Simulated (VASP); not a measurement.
# SnO (P4/nmm) in VASP: notebook

Runs on SnO. Level: r2SCAN. Tasks: single point.

Everything below comes from runs of VASP 6.6.1. Logs are shortened: lines on timing, memory, paths and dates and some standing lists are left out, and cuts for length are marked.

## (1) The cell of the first run

The structure is tetragonal, space group P4/nmm (No. 129). The conventional cell has a = 3.793 Å, b = 3.793 Å, c = 4.854 Å, α = 90.00°, β = 90.00°, γ = 90.00°. Sn (site symmetry 4mm) has 4 O at 2.22 Å within 2.9 Å. O (site symmetry -4m2) has 4 Sn at 2.22 Å and 4 O at 2.68 Å within 2.9 Å.

## (2) Single point, r2SCAN (uniaxial z strain +2.0%)

POSCAR reads:

```
SnO
1.0
    3.7925880617      0.0000000000      0.0000000000
    0.0000000000      3.7925880617      0.0000000000
    0.0000000000      0.0000000000      4.8535549724
Sn O
2 2
Direct
    0.0000000000      0.5000000000      0.2368671123
    0.5000000000      0.0000000000      0.7631328877
    0.5000000000      0.5000000000      0.0000000000
    0.0000000000      0.0000000000      0.0000000000
```

INCAR.step1 reads:

```
PREC = Accurate ; ENCUT = 520
ISMEAR = -1 ; SIGMA = 0.02
LREAL = False ; LASPH = True
NELM = 60 ; NBANDS = 28
GGA = PE ; ALGO = Normal
EDIFF = 1E-4 ; LWAVE = True
LCHARG = False
```

INCAR.step2 reads:

```
PREC = Accurate ; ENCUT = 520
EDIFF = 1E-6 ; ISMEAR = -1
SIGMA = 0.02 ; LREAL = False
LASPH = True ; NELM = 60
ALGO = Normal ; ISIF = 2
LWAVE = False ; LCHARG = False
METAGGA = R2SCAN ; LMIXTAU = True
NBANDS = 28 ; ISTART = 1
```

KPOINTS reads:

```
Automatic mesh
0
Gamma
  6 6 6
```

Potentials or basis: VASP PAW PBE potentials, release 64 (Sn_d, O).

Run with:

```bash
$ cat potpaw_PBE.64/Sn_d/POTCAR potpaw_PBE.64/O/POTCAR > POTCAR
$ cp INCAR.step1 INCAR
$ mpirun -np 1 vasp_std > vasp.out
$ cp INCAR.step2 INCAR
$ mpirun -np 1 vasp_std > vasp.out
```

OUTCAR:

```text
PREC = Accurate
   ENCUT = 520
   EDIFF = 1E-6
   ISMEAR = -1
   LREAL = False
   LASPH = True
   NELM = 60
   ISIF = 2
   METAGGA = R2SCAN
   ISTART = 1

 ion  position               nearest neighbor table
   1  0.000  0.500  0.237-   3 2.22   4 2.22   4 2.22   3 2.22   2 3.53   2 3.53   2 3.53   2 3.53
                             2 3.70   2 3.70   2 3.70   2 3.70
   2  0.500  0.000  0.763-   3 2.22   4 2.22   3 2.22   4 2.22   1 3.53   1 3.53   1 3.53   1 3.53
                             1 3.70   1 3.70   1 3.70   1 3.70
   3  0.500  0.500  0.000-   1 2.22   2 2.22   2 2.22   1 2.22
   4  0.000  0.000  0.000-   1 2.22   2 2.22   1 2.22   2 2.22

  LATTYP: Found a simple tetragonal cell.
 ALAT       =     3.7925880617
 C/A-ratio  =     1.2797474689

  Lattice vectors:

 A1 = (   3.7925880617,   0.0000000000,   0.0000000000)
 A2 = (   0.0000000000,   3.7925880617,   0.0000000000)
 A3 = (   0.0000000000,   0.0000000000,   4.8535549724)

Analysis of symmetry for initial positions (statically):
=====================================================================
 Subroutine PRICEL returns:
 Original cell was already a primitive cell.

 Routine SETGRP: Setting up the symmetry group for a
 simple tetragonal supercell.

 Subroutine GETGRP returns: Found 16 space group operations
 (whereof  8 operations were pure point group operations)
 out of a pool of 16 trial point group operations.

The static configuration has the point symmetry D_2d.
 The point group associated with its full space group is D_4h.

Analysis of symmetry for dynamics (positions and initial velocities):
=====================================================================
 Subroutine PRICEL returns:
 Original cell was already a primitive cell.

 Routine SETGRP: Setting up the symmetry group for a
 simple tetragonal supercell.

 Subroutine GETGRP returns: Found 16 space group operations
 (whereof  8 operations were pure point group operations)
 out of a pool of 16 trial point group operations.

The dynamic configuration has the point symmetry D_2d.
 The point group associated with its full space group is D_4h.

 Subroutine INISYM returns: Found 16 space group operations
 (whereof  8 operations are pure point group operations),
 and found     1 'primitive' translations

----------------------------------------------------------------------------------------

                                     Primitive cell

  volume of cell :      69.8122

  direct lattice vectors                    reciprocal lattice vectors
     3.792588062  0.000000000  0.000000000     0.263672190  0.000000000  0.000000000
     0.000000000  3.792588062  0.000000000     0.000000000  0.263672190  0.000000000
     0.000000000  0.000000000  4.853554972     0.000000000  0.000000000  0.206034547

  length of vectors
     3.792588062  3.792588062  4.853554972     0.263672190  0.263672190  0.206034547

  position of ions in fractional coordinates (direct lattice)
     0.000000000  0.500000000  0.236867112
     0.500000000  0.000000000  0.763132888
     0.500000000  0.500000000  0.000000000
     0.000000000  0.000000000  0.000000000

  ion indices of the primitive-cell ions
   primitive index   ion index
                 1           1
                 2           2
                 3           3
                 4           4

----------------------------------------------------------------------------------------

 KPOINTS: Automatic mesh

Automatic generation of k-mesh.
 Grid dimensions read from file:
 generate k-points for:    6    6    6

 Generating k-lattice:

  Cartesian coordinates                     Fractional coordinates (reciprocal lattice)
     0.043945365  0.000000000  0.000000000     0.166666667  0.000000000  0.000000000
     0.000000000  0.043945365  0.000000000     0.000000000  0.166666667  0.000000000
     0.000000000  0.000000000  0.034339091     0.000000000  0.000000000  0.166666667

  Length of vectors
     0.043945365  0.043945365  0.034339091

  Shift w.r.t. Gamma in fractional coordinates (k-lattice)
     0.000000000  0.000000000  0.000000000

 Subroutine IBZKPT returns following result:
 ===========================================

 Found     40 irreducible k-points:

 Following reciprocal coordinates:
            Coordinates               Weight
  0.000000  0.000000  0.000000      1.000000
  0.166667  0.000000  0.000000      4.000000
  0.333333  0.000000  0.000000      4.000000
  0.500000  0.000000  0.000000      2.000000
  0.166667  0.166667  0.000000      4.000000
  0.333333  0.166667  0.000000      8.000000
[... 16 lines left out ...]
  0.333333  0.000000  0.333333      8.000000
  0.500000  0.000000  0.333333      4.000000
 [... further k-points ...]
   k-points           NKPTS =     40   k-points in BZ     NKDIM =     40   number of bands    NBANDS=     28
   number of dos      NEDOS =    301   number of ions     NIONS =      4
   total plane-waves  NPLWV =  28224
   dimension x,y,z NGX =    28 NGY =   28 NGZ =   36
   dimension x,y,z NGXF=    56 NGYF=   56 NGZF=   72
   ions per type =               2   2
   NGX,Y,Z   is equivalent  to a cutoff of  12.27, 12.27, 12.33 a.u.
   NGXF,Y,Z  is equivalent  to a cutoff of  24.55, 24.55, 24.66 a.u.
 SYSTEM =  unknown system
   PREC   = accura    normal or accurate (medium, high low for compatibility)
   ISTART =      1    job   : 0-new  1-cont  2-samecut
   ICHARG =      0    charge: 1-file 2-atom 10-const
   ISPIN  =      1    spin polarized calculation?
   LNONCOLLINEAR =      F non collinear calculations
   LSORBIT =      F    spin-orbit coupling
   LASPH  =      T    aspherical Exc in radial PAW
   ENCUT  =  520.0 eV  38.22 Ry    6.18 a.u.   7.05  7.05  9.02*2*pi/ulx,y,z
   NELM   =     60;   NELMIN=  2; NELMDL=  0     # of ELM steps
   EDIFF  = 0.1E-05   stopping-criterion for ELM
   LREAL  =      F    real-space projection
   EDIFFG = 0.1E-04   stopping-criterion for IOM
   NSW    =      0    number of steps for IOM
   IBRION =     -1    ionic relax: 0-MD 1-quasi-New 2-CG
   NFREE  =      0    steps in history (QN), initial steepest desc. (CG)
   ISIF   =      2    stress and relaxation
   ISYM   =      2    0-nonsym 1-usesym 2-fastsym
   POTIM  = 0.5000    time-step for ionic-motion
   TEBEG  =    0.0;   TEEND  =   0.0 temperature during run
   PSTRESS=    0.0 pullay stress
   NELECT =      40.0000    total number of electrons
   NUPDOWN=      -1.0000    fix difference up-down
   EMIN   =  10.00;   EMAX   =-10.00  energy-range for DOS
   EFERMI =   0.00;   METHOD = LEGACY
   ISMEAR =    -1;   SIGMA  =   0.02  broadening in eV -4-tet -1-fermi 0-gaus
   EFERMI_NEDOS =   21; number of points for ismear=-14 and -15
   IALGO  =     38    algorithm
   IMIX   =      4    mixing-type and parameters
     AMIX     =   0.40;   BMIX     =  1.00
     AMIX_MAG =   1.60;   BMIX_MAG =  1.00
  volume/ion in A,a.u.               =      17.45       117.78
  Fermi-wavevector in a.u.,A,eV,Ry     =   1.359725  2.569508 25.155157  1.848852
  Thomas-Fermi vector in A             =   2.486448
   LORBIT       =      0    0 simple, 1 ext, 2 COOP (PROOUT), +10 PAW based schemes
   METAGGA = R2SCAN    functional components
   LHFCALC =     F    Hartree Fock is set to
   AEXX    =    0.0000 exact exchange contribution
   IVDW    =     0    specifies the selected vdW correction
   LEPSILON=     F    determine dielectric tensor
   LRPA    =     F    only Hartree local field effects (RPA)
 non-spin polarized calculation
  energy-cutoff  :      520.00
  volume of cell :       69.81
 maximum number of plane-waves:      1902
   NGX = 15   NGY = 15   NGZ = 19

 number of electron      39.9999996 magnetization

 Free energy of the ion-electron system (eV)
  ---------------------------------------------------
  ext. energy  EPLUGINS =         0.00000000
  ---------------------------------------------------
  free energy    TOTEN  =       -66.89780124 eV

  energy without entropy =      -66.89775686  energy(sigma->0) =      -66.89777905

 E-fermi :   7.3339     XC(G=0): -10.9518

 val. band max:        7.2593052668   @ k =   0.0000   0.0000   0.0000
 cond. band min:       7.4224707014   @ k =   0.5000   0.5000   0.0000
 fundamental gap:      0.1631654347
 Fermi energy:         7.3338514570

 k-point     1 :       0.0000    0.0000    0.0000
  band No.  band energies     occupation
      1     -15.7748      2.00000
      2     -15.1976      2.00000
      3     -15.1840      2.00000
      4     -15.1840      2.00000
      5     -15.1340      2.00000
      6     -15.1116      2.00000
[... 20 lines left out ...]
     27      14.2872      0.00000
     28      14.9308      0.00000

 k-point     2 :       0.1667    0.0000    0.0000
  band No.  band energies     occupation
      1     -15.7596      2.00000
      2     -15.2742      2.00000
      3     -15.1793      2.00000
      4     -15.1770      2.00000
      5     -15.1746      2.00000
      6     -15.1365      2.00000
[... 20 lines left out ...]
     27      14.6369      0.00000
     28      16.8175      0.00000

 k-point     3 :       0.3333    0.0000    0.0000
  band No.  band energies     occupation
      1     -15.7161      2.00000
      2     -15.4890      2.00000
      3     -15.1649      2.00000
      4     -15.1601      2.00000
      5     -15.1526      2.00000
      6     -15.1414      2.00000
[... 20 lines left out ...]
     27      15.1530      0.00000
     28      17.9447      0.00000

 k-point     4 :       0.5000    0.0000    0.0000
  band No.  band energies     occupation
      1     -15.6346      2.00000
      2     -15.6346      2.00000
      3     -15.1503      2.00000
      4     -15.1503      2.00000
      5     -15.1468      2.00000
      6     -15.1468      2.00000
[... 578 lines left out ...]
     27      15.5171      0.00000
     28      16.9437      0.00000

 k-point    23 :       0.3333    0.0000    0.3333
  band No.  band energies     occupation
      1     -15.7171      2.00000
      2     -15.5103      2.00000
      3     -15.1766      2.00000
      4     -15.1550      2.00000
      5     -15.1549      2.00000
      6     -15.1493      2.00000
[... 20 lines left out ...]
     27      16.1119      0.00000
     28      18.0105      0.00000

 k-point    24 :       0.5000    0.0000    0.3333
  band No.  band energies     occupation
      1     -15.6471      2.00000
      2     -15.6471      2.00000
      3     -15.1734      2.00000
      4     -15.1734      2.00000
      5     -15.1444      2.00000
      6     -15.1444      2.00000
[... 20 lines left out ...]
     27      16.9094      0.00000
     28      16.9094      0.00000

 [... further k-points ...]
[... 5 lines left out ...]
  --------------------------------------------------------------------------------------
  -------------------------------------------------------------------------------------
  Total        0.7027615      0.7027615      0.4823437      0.0000000      0.0000000      0.0000000
  in kB       16.1282507     16.1282507     11.0697014      0.0000000      0.0000000      0.0000000
  external PRESSURE =      14.4420676 kB  Pullay stress =       0.0000000 kB

 VOLUME and BASIS-vectors are now :
 -----------------------------------------------------------------------------
  energy-cutoff  :      520.00
  volume of cell :       69.81
      direct lattice vectors                 reciprocal lattice vectors
     3.792588062  0.000000000  0.000000000     0.263672190  0.000000000  0.000000000
     0.000000000  3.792588062  0.000000000     0.000000000  0.263672190  0.000000000
     0.000000000  0.000000000  4.853554972     0.000000000  0.000000000  0.206034547

 POSITION                                       TOTAL-FORCE (eV/Angst)
 -----------------------------------------------------------------------------------
      0.00000      1.89629      1.14965         0.000000      0.000000      0.131209
      1.89629      0.00000      3.70391        -0.000000      0.000000     -0.131209
      1.89629      1.89629      0.00000         0.000000      0.000000      0.000000
      0.00000      0.00000      0.00000         0.000000     -0.000000      0.000000
 -----------------------------------------------------------------------------------
    total drift:                                0.000000      0.000000     -0.000000

  FREE ENERGIE OF THE ION-ELECTRON SYSTEM (eV)
  ---------------------------------------------------
  free  energy   TOTEN  =       -66.8978012420 eV

  energy  without entropy=      -66.8977568582  energy(sigma->0) =      -66.89777905
```

Run time: 87 s. Hardware: 1 thread of Intel Xeon 6975P-C (Granite Rapids), shared host; peak memory 0.21 GiB.

Results:

- Free energy: -66.8978 eV
- Pressure: 1.4 GPa
- Largest force: 0.131 eV/Å
- Band gap on the k mesh: 0.16 eV, indirect (least direct gap 2.32 eV)

Forces on the atoms (eV/Å):
```
Sn   0.000  0.000  0.131
Sn   0.000  0.000 -0.131
O    0.000  0.000  0.000
O    0.000  0.000  0.000
```

Stress tensor (GPa, compression positive):
```
1.61 0.00 0.00
0.00 1.61 0.00
0.00 0.00 1.11
```

Levels at points of the mesh, in eV from the valence-band top:
```csv
k point,band 17,band 18,band 19,band 20,band 21,band 22,band 23,band 24
"(0.00, 0.00, 0.00)",-3.97,-3.65,-3.65,0.00,2.41,4.54,4.87,4.87
"(0.50, 0.00, 0.00)",-5.36,-5.36,-3.03,-3.03,3.43,3.43,6.20,6.20
"(0.50, 0.50, 0.00)",-2.97,-2.97,-2.15,-2.15,0.16,0.16,4.71,4.71
"(0.00, 0.00, 0.50)",-3.66,-3.66,-3.12,-2.62,1.97,3.11,3.11,3.82
"(0.50, 0.00, 0.50)",-5.32,-5.32,-2.06,-2.06,2.75,2.75,5.70,5.70
"(0.50, 0.50, 0.50)",-2.97,-2.97,-2.93,-2.93,2.43,2.43,4.33,4.33
```

Caveat: the cell differs from its parent crystal (uniaxial z strain +2.0%); the PAW data sets were made with another functional, which shifts forces and pressure a little; spin-orbit coupling is left out, which moves the levels of the heavy elements.

## (3) Single point, r2SCAN (uniaxial z strain +3.0%)

POSCAR reads:

```
SnO
1.0
    3.7925880617      0.0000000000      0.0000000000
    0.0000000000      3.7925880617      0.0000000000
    0.0000000000      0.0000000000      4.9011388447
Sn O
2 2
Direct
    0.0000000000      0.5000000000      0.2349067612
    0.5000000000      0.0000000000      0.7650932388
    0.5000000000      0.5000000000      0.0000000000
    0.0000000000      0.0000000000      0.0000000000
```

INCAR.step1 reads:

```
SYSTEM = SnO
PREC     = Accurate       ! precision mode
ENCUT    = 520            ! plane-wave cutoff, eV
ISMEAR   = -1             ! smearing method
SIGMA    = 0.02           ! smearing width, eV
LREAL    = .FALSE.        ! projectors in reciprocal space
LASPH    = .TRUE.         ! aspherical terms in the spheres
NELM     = 100            ! most SCF steps
NBANDS   = 28             ! bands
GGA      = PE             ! functional
ALGO     = Normal         ! electronic algorithm
EDIFF    = 1E-4           ! SCF threshold, eV
LWAVE    = .TRUE.         ! write WAVECAR
LCHARG   = .FALSE.        ! write CHGCAR
```

INCAR.step2 reads:

```
SYSTEM = SnO
PREC     = Accurate       ! precision mode
ENCUT    = 520            ! plane-wave cutoff, eV
EDIFF    = 1E-6           ! SCF threshold, eV
ISMEAR   = -1             ! smearing method
SIGMA    = 0.02           ! smearing width, eV
LREAL    = .FALSE.        ! projectors in reciprocal space
LASPH    = .TRUE.         ! aspherical terms in the spheres
NELM     = 100            ! most SCF steps
ALGO     = Normal         ! electronic algorithm
ISIF     = 2              ! what is computed and relaxed
LWAVE    = .FALSE.        ! write WAVECAR
LCHARG   = .FALSE.        ! write CHGCAR
METAGGA  = R2SCAN         ! meta-GGA
LMIXTAU  = .TRUE.       
NBANDS   = 28             ! bands
ISTART   = 1
```

KPOINTS reads:

```
Automatic mesh
0
G
  6 6 6
  0 0 0
```

Potentials or basis: VASP PAW PBE potentials, release 64 (Sn_d, O).

Run with:

```bash
$ cat potpaw_PBE.64/Sn_d/POTCAR potpaw_PBE.64/O/POTCAR > POTCAR
$ cp INCAR.step1 INCAR
$ mpirun -np 1 vasp_std > vasp.out
$ cp INCAR.step2 INCAR
$ mpirun -np 1 vasp_std > vasp.out
```

Run time: 87 s. Hardware: 1 thread of Intel Xeon 6975P-C (Granite Rapids), shared host; peak memory 0.21 GiB.

It converged, with:

- Free energy: -66.9001 eV
- Pressure: 1.2 GPa
- Largest force: 0.132 eV/Å
- Band gap on the k mesh: 0.23 eV, indirect (least direct gap 2.37 eV)

Forces on the atoms (eV/Å):
```
Sn   0.000  0.000  0.132
Sn   0.000  0.000 -0.132
O    0.000  0.000  0.000
O    0.000  0.000  0.000
```

Stress tensor (GPa, compression positive):
```
1.47 0.00 0.00
0.00 1.47 0.00
0.00 0.00 0.80
```

Levels at points of the mesh, in eV from the valence-band top:
```tsv
k point	band 18	band 19	band 20	band 21	band 22	band 23
(0.00, 0.00, 0.00)	-3.62	-3.62	0.00	2.38	4.44	4.93
(0.50, 0.00, 0.00)	-5.33	-2.99	-2.99	3.38	3.38	6.23
(0.50, 0.50, 0.00)	-2.94	-2.14	-2.14	0.23	0.23	4.69
(0.00, 0.00, 0.50)	-3.64	-3.20	-2.62	1.99	3.19	3.19
(0.50, 0.00, 0.50)	-5.30	-2.05	-2.05	2.70	2.70	5.75
(0.50, 0.50, 0.50)	-2.95	-2.88	-2.88	2.46	2.46	4.24
```

Caveat: the cell differs from its parent crystal (uniaxial z strain +3.0%); the PAW data sets were made with another functional, which shifts forces and pressure a little; spin-orbit coupling is left out, which moves the levels of the heavy elements.

## (4) Single point, r2SCAN, non-collinear spin, zero start, spin-orbit coupling (uniaxial z strain -3.0%)

POSCAR reads:

```
SnO
1.0
    3.7925880617      0.0000000000      0.0000000000
    0.0000000000      3.7925880617      0.0000000000
    0.0000000000      0.0000000000      4.6156356110
Sn O
2 2
Direct
    0.0000000000      0.5000000000      0.2472417149
    0.5000000000      0.0000000000      0.7527582851
    0.5000000000      0.5000000000      0.0000000000
    0.0000000000      0.0000000000      0.0000000000
```

INCAR.step1 reads:

```
PREC = Accurate ; ENCUT = 660
ISMEAR = -1 ; SIGMA = 0.02
LREAL = F ; LASPH = T
NELM = 200 ; MAGMOM = 0 0 0 0 0 0 0 0 0 0 0 0
LSORBIT = T ; GGA_COMPAT = F
NBANDS = 54 ; GGA = PE
ALGO = Normal ; EDIFF = 1E-5
LWAVE = T ; LCHARG = F
```

INCAR.step2 reads:

```
PREC = Accurate ; ENCUT = 660
EDIFF = 1E-6 ; ISMEAR = -1
SIGMA = 0.02 ; LREAL = F
LASPH = T ; NELM = 200
ALGO = Normal ; ISIF = 2
LWAVE = F ; LCHARG = F
MAGMOM = 0 0 0 0 0 0 0 0 0 0 0 0 ; LORBIT = 11
LSORBIT = T ; GGA_COMPAT = F
LORBMOM = T ; METAGGA = R2SCAN
LMIXTAU = T ; NBANDS = 54
ISTART = 1
```

KPOINTS reads:

```
regular mesh
0
Gamma
  6 6 6
```

Run with:

```bash
$ cat potpaw_PBE.64/Sn_d/POTCAR potpaw_PBE.64/O/POTCAR > POTCAR
$ cp INCAR.step1 INCAR
$ mpirun -np 1 vasp_ncl > vasp.out
$ cp INCAR.step2 INCAR
$ mpirun -np 1 vasp_ncl > vasp.out
```

It took 24 min on 1 thread of Intel Xeon 6975P-C, shared host; peak memory 0.61 GiB.

Results (log left out):

```yaml
Free_energy: -66.9486 eV
Pressure: 2.5 GPa
Largest_force: 0.118 eV/Å
Net_moment: 0.00 μB per cell
Valence_electrons_inside_the_program's_atomic_spheres: Sn 12.14; O 5.06
```

Forces in eV/Å, atoms in the order of the input:
```
Sn   0.000  0.000  0.118
Sn   0.000  0.000 -0.118
O    0.000  0.000  0.000
O    0.000  0.000  0.000
```

Stress tensor (GPa, compression positive):
```
2.11 0.00 0.00
0.00 2.11 0.00
0.00 0.00 3.19
```

Moments on the atoms (μB; x, y, z):
```
Sn  0.00 0.00 0.00
Sn  0.00 0.00 0.00
O   0.00 0.00 0.00
O   0.00 0.00 0.00
```

Caveat: the cell differs from its parent crystal (uniaxial z strain -3.0%); the PAW data sets were made with another functional, which shifts forces and pressure a little.

## (5) Summary

| spin | cell | cutoff (eV) | gap on the mesh (eV) | pressure (GPa) | largest force (eV/Å) |
| --- | --- | --- | --- | --- | --- |
| off | a = 3.793, b = 3.793, c = 4.854 Å, 4 atoms | 520 | 0.16 | 1.4 | 0.13 |
| off | a = 3.793, b = 3.793, c = 4.901 Å, 4 atoms | 520 | 0.23 | 1.2 | 0.13 |
| non-collinear, zero start, SOC | a = 3.793, b = 3.793, c = 4.616 Å, 4 atoms | 660 | - | 2.5 | 0.12 |

Alike in all rows: task single point; level r2SCAN; potentials or basis VASP PAW PBE potentials, release 64 (Sn_d, O); k mesh 6 × 6 × 6; smearing fermi-dirac 0.02 eV.

Caveats: the PAW data sets were made with another functional, which shifts forces and pressure a little; spin-orbit coupling is left out, which moves the levels of the heavy elements (some runs).

Absolute energies hang on the potentials; compare differences alone.
